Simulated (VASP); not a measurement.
# RbBr (Pmm2) in VASP: further runs, part 3 of 3

VASP 6.6.1. The steps go on from the part before.

## (5) Single point, PBEsol

This run uses another cell than the first one, of 36.46 Å³/atom, 1.111 times its volume.

INCAR

```
SYSTEM = RbBr
ALGO = Normal
EDIFF = 1E-6
ENCUT = 520
GGA = PS
ISIF = 2
ISMEAR = 0
LASPH = .TRUE.
LCHARG = .FALSE.
LREAL = .FALSE.
LWAVE = .FALSE.
NBANDS = 15
NELM = 80
PREC = Accurate
SIGMA = 0.05
```

KPOINTS

```
k-points
0
G
  6 6 6
  0 0 0
```

POSCAR

```
RbBr
1.0
    4.2329756082      0.0000000000      0.0000000000
    0.0000000000      4.2329756082      0.0000000000
    0.0000000000      0.0000000000      4.0701688540
Rb Br
1 1
Direct
   -0.0396914813      0.0000000000      0.0000000000
    0.5424552411      0.5000000000      0.5000000000
```

The run is started by

```sh
$ cat potpaw_PBE.64/Rb_sv/POTCAR potpaw_PBE.64/Br/POTCAR > POTCAR
$ mpirun -np 1 vasp_std > vasp.out
```

Run time: 27 s. Hardware: 1 thread of AMD EPYC 9R45 (Zen 5), shared host; peak memory 0.19 GiB.

Results (log left out):

```
Free energy            : -6.2460 eV
Pressure               : -0.5 GPa
Largest force          : 0.183 eV/Å
Band gap on the k mesh : 3.74 eV, indirect (least direct gap 3.84 eV)
```

Forces on the atoms (eV/Å):
```
Rb   0.183  0.000  0.000
Br  -0.183  0.000  0.000
```

Stress tensor (GPa, compression positive):
```
-0.94  0.00  0.00
 0.00 -0.84  0.00
 0.00  0.00  0.22
```

Levels at points of the mesh, in eV from the valence-band top:
```tsv
k point	band 4	band 5	band 6	band 7	band 8	band 9	band 10	band 11	band 12	band 13
(0.00, 0.00, 0.00)	-9.12	-9.09	-0.33	-0.29	-0.10	3.74	5.44	5.67	9.65	9.78
(0.50, 0.00, 0.00)	-9.08	-9.06	-1.71	-0.37	-0.14	6.52	6.74	7.31	8.76	9.44
(0.00, 0.50, 0.00)	-9.10	-9.05	-1.71	-0.32	-0.18	6.59	6.60	7.10	8.15	9.80
(0.50, 0.50, 0.00)	-9.34	-9.03	-1.11	-1.08	0.00	5.08	6.19	8.09	8.17	10.01
(0.00, 0.00, 0.50)	-9.08	-9.07	-1.73	-0.37	-0.28	6.66	6.67	7.38	8.01	9.47
(0.50, 0.00, 0.50)	-9.37	-9.04	-1.16	-1.04	-0.17	5.19	5.92	7.73	7.78	10.20
(0.00, 0.50, 0.50)	-9.37	-9.05	-1.13	-1.04	-0.13	5.21	6.08	7.68	7.82	10.48
(0.50, 0.50, 0.50)	-9.30	-9.30	-1.35	-1.30	-1.29	7.58	7.62	7.94	9.07	9.47
```

Caveat: the PAW data sets were made with another functional, which shifts forces and pressure a little.

## (6) Single point, PBEsol

This run uses another cell than the first one, of 34.62 Å³/atom, 1.055 times its volume.

INCAR

```
SYSTEM = RbBr
PREC = Accurate
ENCUT = 520
EDIFF = 1E-6
ISMEAR = 0
SIGMA = 0.05
LREAL = .FALSE.
LASPH = .TRUE.
NELM = 80
ALGO = Normal
ISIF = 2
LWAVE = .FALSE.
LCHARG = .TRUE.
GGA = PS
LELF = .TRUE.
LVHAR = .TRUE.
NBANDS = 15
```

KPOINTS

```
regular mesh
0
G
  6 6 6
  0 0 0
```

POSCAR

```
RbBr
1.0
    4.1243020998      0.0000000000      0.0000000000
    0.0000000000      4.1243020998      0.0000000000
    0.0000000000      0.0000000000      4.0701688540
Rb Br
1 1
Direct
   -0.0595372219      0.0000000000      0.0000000000
    0.5636828616      0.5000000000      0.5000000000
```

Potentials or basis: VASP PAW PBE potentials, release 64 (Rb_sv, Br).

The run is started by

```sh
$ cat potpaw_PBE.64/Rb_sv/POTCAR potpaw_PBE.64/Br/POTCAR > POTCAR
$ mpirun -np 1 vasp_std > vasp.out
```

OUTCAR:

```text
SYSTEM = RbBr
   PREC = Accurate
   ENCUT = 520
   EDIFF = 1E-6
   ISMEAR = 0
   LREAL = .FALSE.
   LASPH = .TRUE.
   NELM = 80
   ISIF = 2
   GGA = PS

 ion  position               nearest neighbor table
   1  0.940  0.000  0.000-   2 3.29   2 3.29   2 3.29   2 3.29   2 3.87   2 3.87   2 3.87   2 3.87

   2  0.564  0.500  0.500-   1 3.29   1 3.29   1 3.29   1 3.29   1 3.87   1 3.87   1 3.87   1 3.87

  LATTYP: Found a simple tetragonal cell.
 ALAT       =     4.1243020998
 C/A-ratio  =     0.9868745682

  Lattice vectors:

 A1 = (   4.1243020998,   0.0000000000,   0.0000000000)
 A2 = (   0.0000000000,   4.1243020998,   0.0000000000)
 A3 = (   0.0000000000,   0.0000000000,   4.0701688540)

Analysis of symmetry for initial positions (statically):
=====================================================================
 Subroutine PRICEL returns:
 Original cell was already a primitive cell.

 Routine SETGRP: Setting up the symmetry group for a
 simple tetragonal supercell.

 Subroutine GETGRP returns: Found  4 space group operations
 (whereof  4 operations were pure point group operations)
 out of a pool of 16 trial point group operations.

The static configuration has the point symmetry C_2v.

Analysis of symmetry for dynamics (positions and initial velocities):
=====================================================================
 Subroutine PRICEL returns:
 Original cell was already a primitive cell.

 Routine SETGRP: Setting up the symmetry group for a
 simple tetragonal supercell.

 Subroutine GETGRP returns: Found  4 space group operations
 (whereof  4 operations were pure point group operations)
 out of a pool of 16 trial point group operations.

The dynamic configuration has the point symmetry C_2v.

 Subroutine INISYM returns: Found  4 space group operations
 (whereof  4 operations are pure point group operations),
 and found     1 'primitive' translations

----------------------------------------------------------------------------------------

                                     Primitive cell

  volume of cell :      69.2330

  direct lattice vectors                    reciprocal lattice vectors
     4.124302100  0.000000000  0.000000000     0.242465265  0.000000000  0.000000000
     0.000000000  4.124302100  0.000000000     0.000000000  0.242465265  0.000000000
     0.000000000  0.000000000  4.070168854     0.000000000  0.000000000  0.245690053

  length of vectors
     4.124302100  4.124302100  4.070168854     0.242465265  0.242465265  0.245690053

  position of ions in fractional coordinates (direct lattice)
     0.940462778  0.000000000  0.000000000
     0.563682862  0.500000000  0.500000000

  ion indices of the primitive-cell ions
   primitive index   ion index
                 1           1
                 2           2

----------------------------------------------------------------------------------------

 KPOINTS: regular mesh

Automatic generation of k-mesh.
 Grid dimensions read from file:
 generate k-points for:    6    6    6

 Generating k-lattice:

  Cartesian coordinates                     Fractional coordinates (reciprocal lattice)
     0.040410877  0.000000000  0.000000000     0.166666667  0.000000000  0.000000000
     0.000000000  0.040410877  0.000000000     0.000000000  0.166666667  0.000000000
     0.000000000  0.000000000  0.040948342     0.000000000  0.000000000  0.166666667

  Length of vectors
     0.040410877  0.040410877  0.040948342

  Shift w.r.t. Gamma in fractional coordinates (k-lattice)
     0.000000000  0.000000000  0.000000000

 Subroutine IBZKPT returns following result:
 ===========================================

 Found     64 irreducible k-points:

 Following reciprocal coordinates:
            Coordinates               Weight
  0.000000  0.000000  0.000000      1.000000
  0.166667  0.000000  0.000000      2.000000
  0.000000  0.166667  0.000000      2.000000
  0.333333  0.000000  0.000000      2.000000
  0.000000  0.333333  0.000000      2.000000
  0.500000  0.000000  0.000000      1.000000
[... 16 lines left out ...]
  0.000000  0.500000  0.166667      2.000000
  0.166667  0.166667  0.166667      8.000000
 [... further k-points ...]
   k-points           NKPTS =     64   k-points in BZ     NKDIM =     64   number of bands    NBANDS=     15
   number of dos      NEDOS =    301   number of ions     NIONS =      2
   total plane-waves  NPLWV =  30720
   dimension x,y,z NGX =    32 NGY =   32 NGZ =   30
   dimension x,y,z NGXF=    64 NGYF=   64 NGZF=   60
   ions per type =               1   1
   NGX,Y,Z   is equivalent  to a cutoff of  12.90, 12.90, 12.25 a.u.
   NGXF,Y,Z  is equivalent  to a cutoff of  25.80, 25.80, 24.51 a.u.
 SYSTEM =  RbBr
   PREC   = accura    normal or accurate (medium, high low for compatibility)
   ISTART =      0    job   : 0-new  1-cont  2-samecut
   ICHARG =      2    charge: 1-file 2-atom 10-const
   ISPIN  =      1    spin polarized calculation?
   LNONCOLLINEAR =      F non collinear calculations
   LSORBIT =      F    spin-orbit coupling
   LASPH  =      T    aspherical Exc in radial PAW
   ENCUT  =  520.0 eV  38.22 Ry    6.18 a.u.   7.67  7.67  7.57*2*pi/ulx,y,z
   NELM   =     80;   NELMIN=  2; NELMDL= -5     # of ELM steps
   EDIFF  = 0.1E-05   stopping-criterion for ELM
   LREAL  =      F    real-space projection
   EDIFFG = 0.1E-04   stopping-criterion for IOM
   NSW    =      0    number of steps for IOM
   IBRION =     -1    ionic relax: 0-MD 1-quasi-New 2-CG
   NFREE  =      0    steps in history (QN), initial steepest desc. (CG)
   ISIF   =      2    stress and relaxation
   ISYM   =      2    0-nonsym 1-usesym 2-fastsym
   POTIM  = 0.5000    time-step for ionic-motion
   TEBEG  =    0.0;   TEEND  =   0.0 temperature during run
   PSTRESS=    0.0 pullay stress
   NELECT =      16.0000    total number of electrons
   NUPDOWN=      -1.0000    fix difference up-down
   EMIN   =  10.00;   EMAX   =-10.00  energy-range for DOS
   EFERMI =   0.00;   METHOD = LEGACY
   ISMEAR =     0;   SIGMA  =   0.05  broadening in eV -4-tet -1-fermi 0-gaus
   EFERMI_NEDOS =   21; number of points for ismear=-14 and -15
   IALGO  =     38    algorithm
   IMIX   =      4    mixing-type and parameters
     AMIX     =   0.40;   BMIX     =  1.00
     AMIX_MAG =   1.60;   BMIX_MAG =  1.00
  volume/ion in A,a.u.               =      34.62       233.60
  Fermi-wavevector in a.u.,A,eV,Ry     =   1.004640  1.898494 13.732375  1.009301
  Thomas-Fermi vector in A             =   2.137268
   LORBIT       =      0    0 simple, 1 ext, 2 COOP (PROOUT), +10 PAW based schemes
   GGA     = PS    functional components
   LHFCALC =     F    Hartree Fock is set to
   AEXX    =    0.0000 exact exchange contribution
   IVDW    =     0    specifies the selected vdW correction
   LEPSILON=     F    determine dielectric tensor
   LRPA    =     F    only Hartree local field effects (RPA)
 non-spin polarized calculation
 Gauss-broadening in eV      SIGMA  =   0.05
  energy-cutoff  :      520.00
  volume of cell :       69.23
 maximum number of plane-waves:      1884
 NGX is ok and might be reduce to    32

 number of electron      16.0000002 magnetization

 Free energy of the ion-electron system (eV)
  ---------------------------------------------------
  ext. energy  EPLUGINS =         0.00000000
  ---------------------------------------------------
  free energy    TOTEN  =        -6.19957205 eV

  energy without entropy =       -6.19957205  energy(sigma->0) =       -6.19957205

 E-fermi :  -0.5466     XC(G=0):  -8.1358

 val. band max:       -0.7734963367   @ k =   0.0000   0.5000   0.5000
 cond. band min:       3.2591858145   @ k =   0.0000   0.0000   0.0000
 fundamental gap:      4.0326821512
 Fermi energy:        -0.5466189634

 k-point     1 :       0.0000    0.0000    0.0000
  band No.  band energies     occupation
      1     -25.6349      2.00000
      2     -13.4195      2.00000
      3      -9.6502      2.00000
      4      -9.6362      2.00000
      5      -9.6226      2.00000
      6      -1.0094      2.00000
      7      -0.9230      2.00000
      8      -0.8567      2.00000
      9       3.2592      0.00000
     10       4.6711      0.00000
     11       5.2959      0.00000
     12       9.0907      0.00000
     13       9.4348      0.00000
     14       9.5475      0.00000
[... 401 lines left out ...]
      2     -13.3946      2.00000
      3      -9.7214      2.00000
      4      -9.7192      2.00000
      5      -9.5846      2.00000
      6      -1.5170      2.00000
      7      -1.2375      2.00000
      8      -1.2031      2.00000
      9       4.8455      0.00000
     10       5.8281      0.00000
     11       6.0817      0.00000
     12       8.0820      0.00000
     13       8.4072      0.00000
     14       9.2890      0.00000
     15      10.9385      0.00000

 [... further k-points ...]
[... 5 lines left out ...]
  --------------------------------------------------------------------------------------
  -------------------------------------------------------------------------------------
  Total        0.1900212      0.4618557      0.6118587      0.0000000      0.0000000      0.0000000
  in kB        4.3974326     10.6881747     14.1595150      0.0000000      0.0000000      0.0000000
  external PRESSURE =       9.7483741 kB  Pullay stress =       0.0000000 kB

 VOLUME and BASIS-vectors are now :
 -----------------------------------------------------------------------------
  energy-cutoff  :      520.00
  volume of cell :       69.23
      direct lattice vectors                 reciprocal lattice vectors
     4.124302100  0.000000000  0.000000000     0.242465265  0.000000000  0.000000000
     0.000000000  4.124302100  0.000000000     0.000000000  0.242465265  0.000000000
     0.000000000  0.000000000  4.070168854     0.000000000  0.000000000  0.245690053

 POSITION                                       TOTAL-FORCE (eV/Angst)
 -----------------------------------------------------------------------------------
      3.87875      0.00000      0.00000         0.403899      0.000000      0.000000
      2.32480      2.06215      2.03508        -0.403899      0.000000      0.000000
 -----------------------------------------------------------------------------------
    total drift:                                0.000122      0.000000      0.000000

  FREE ENERGIE OF THE ION-ELECTRON SYSTEM (eV)
  ---------------------------------------------------
  free  energy   TOTEN  =        -6.1995720485 eV

  energy  without entropy=       -6.1995720485  energy(sigma->0) =       -6.19957205
```

OSZICAR:

```text
N       E                     dE             d eps       ncg     rms          rms(c)
DAV:   1     0.774432102642E+02    0.77443E+02   -0.67535E+03  1920   0.925E+02
DAV:   2    -0.102165305859E+01   -0.78465E+02   -0.73206E+02  2617   0.167E+02
DAV:   3    -0.629348713224E+01   -0.52718E+01   -0.52477E+01  2800   0.434E+01
DAV:   4    -0.642725071988E+01   -0.13376E+00   -0.13375E+00  2611   0.579E+00
DAV:   5    -0.642838222065E+01   -0.11315E-02   -0.11315E-02  2850   0.493E-01    0.308E+00
DAV:   6    -0.622819131979E+01    0.20019E+00   -0.18190E-01  2452   0.239E+00    0.207E+00
DAV:   7    -0.619670971797E+01    0.31482E-01   -0.10527E-01  2585   0.186E+00    0.957E-01
DAV:   8    -0.619945161614E+01   -0.27419E-02   -0.12304E-02  2322   0.655E-01    0.106E-01
DAV:   9    -0.619943305126E+01    0.18565E-04   -0.66832E-04  2669   0.147E-01    0.541E-02
DAV:  10    -0.619956493389E+01   -0.13188E-03   -0.19520E-04  2146   0.887E-02    0.106E-02
DAV:  11    -0.619957014950E+01   -0.52156E-05   -0.93144E-06  2881   0.197E-02    0.664E-03
DAV:  12    -0.619957185024E+01   -0.17007E-05   -0.24596E-06  2192   0.110E-02    0.164E-03
DAV:  13    -0.619957204848E+01   -0.19823E-06   -0.28755E-07  2045   0.342E-03
   1 F= -.61995720E+01 E0= -.61995720E+01  d E =-.181586E-12
```

stdout:

```text
POSCAR found type information on POSCAR RbBr
 POSCAR found :  2 types and       2 ions
 scaLAPACK will be used
 -----------------------------------------------------------------------------
|                                                                             |
|                                                                             |
|     You enforced a specific xc type in the INCAR file but a different       |
|     I HOPE YOU KNOW WHAT YOU ARE DOING!                                     |
|                                                                             |
 -----------------------------------------------------------------------------

 LDA part: xc-table for (Slater+PW92), standard interpolation
 POSCAR, INCAR and KPOINTS ok, starting setup
 FFT: planning ... GRIDC
 FFT: planning ... GRID_SOFT
 FFT: planning ... GRID
 WAVECAR not read
 entering main loop
```

Wall time 18 s (1 thread of Intel Xeon 6975P-C (Granite Rapids), shared host); peak memory 0.22 GiB.

Results:

```
Free energy            : -6.1996 eV
Pressure               : 1.0 GPa
Largest force          : 0.404 eV/Å
Band gap on the k mesh : 4.03 eV, indirect (least direct gap 4.12 eV)
```

Forces in eV/Å, atoms in the order of the input:
```
Rb   0.404  0.000  0.000
Br  -0.404  0.000  0.000
```

Levels at points of the mesh, in eV from the valence-band top:
| k point | band 5 | band 6 | band 7 | band 8 | band 9 | band 10 | band 11 | band 12 |
| --- | --- | --- | --- | --- | --- | --- | --- | --- |
| (0.00, 0.00, 0.00) | -8.85 | -0.24 | -0.15 | -0.08 | 4.03 | 5.44 | 6.07 | 9.86 |
| (0.50, 0.00, 0.00) | -8.81 | -1.71 | -0.22 | -0.14 | 6.53 | 7.16 | 7.85 | 9.11 |
| (0.00, 0.50, 0.00) | -8.80 | -1.72 | -0.24 | -0.12 | 6.58 | 6.81 | 7.57 | 8.08 |
| (0.50, 0.50, 0.00) | -8.77 | -1.08 | -1.02 | -0.03 | 5.33 | 6.28 | 8.13 | 8.32 |
| (0.00, 0.00, 0.50) | -8.81 | -1.73 | -0.31 | -0.10 | 6.60 | 6.84 | 7.69 | 8.02 |
| (0.50, 0.00, 0.50) | -8.77 | -1.10 | -1.00 | -0.10 | 5.36 | 6.18 | 8.02 | 8.17 |
| (0.00, 0.50, 0.50) | -8.80 | -1.02 | -0.98 | 0.00 | 5.40 | 6.53 | 8.05 | 8.09 |
| (0.50, 0.50, 0.50) | -9.11 | -1.30 | -1.28 | -1.26 | 7.57 | 7.57 | 8.38 | 9.71 |

Caveat: the PAW data sets were made with another functional, which shifts forces and pressure a little.

## (7) Summary

| cell | gap on the mesh (eV) | pressure (GPa) | largest force (eV/Å) |
| --- | --- | --- | --- |
| a = 4.016, b = 4.016, c = 4.070 Å, 2 atoms | 4.15 | 3.2 | 0.71 |
| a = 4.233, b = 4.233, c = 4.070 Å, 2 atoms | 3.74 | -0.5 | 0.18 |
| a = 4.124, b = 4.124, c = 4.070 Å, 2 atoms | 4.03 | 1.0 | 0.40 |

Some of these runs hold the atoms at other places in the same cell, which the table doesn't show; runs alike in all that it shows share one row.

Alike in all rows: task single point; level PBEsol; potentials or basis VASP PAW PBE potentials, release 64 (Rb_sv, Br); no spin polarisation; k mesh 6 × 6 × 6; cutoff (eV) 520; smearing gaussian 0.05 eV.

Caveats: the PAW data sets were made with another functional, which shifts forces and pressure a little.

Absolute energies hang on the potentials; compare differences alone.
